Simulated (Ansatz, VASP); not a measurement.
**One calculation of Mo, two programs**

```
CELL_PARAMETERS angstrom
-1.58025 1.58025 1.58025
1.58025 -1.58025 1.58025
1.58025 1.58025 -1.58025
ATOMIC_POSITIONS crystal
Mo 0.00000 0.00000 0.00000
```

Alike in both runs: functional PBE; k mesh 18 × 18 × 18; occupations gaussian, width 0.1 eV; no spin polarisation.

Ansatz relaxed the structure, and its values are those at the end. VASP's run is a single point on that final structure, the one shown.

|  | VASP | Ansatz |
| --- | --- | --- |
| version | VASP 6.6.1 | Ansatz 0.2.0 |
| potentials or method | VASP PAW PBE potentials, release 64 (Mo_sv), cutoff 500 eV | scalar-relativistic, plane waves, PAW |
| valence electrons in the cell | 14 | 14 |

Ansatz gave:

| Quantity | Value |
| --- | --- |
| gap on the k mesh at the Fermi level (eV) | none |
| pressure (GPa) | 0.0 |

Q: Estimate VASP's values.

A: gap on the k mesh at the Fermi level (eV): none; pressure (GPa): 0.5.

A gap of «none» marks a metal or a gap that the smearing closes.
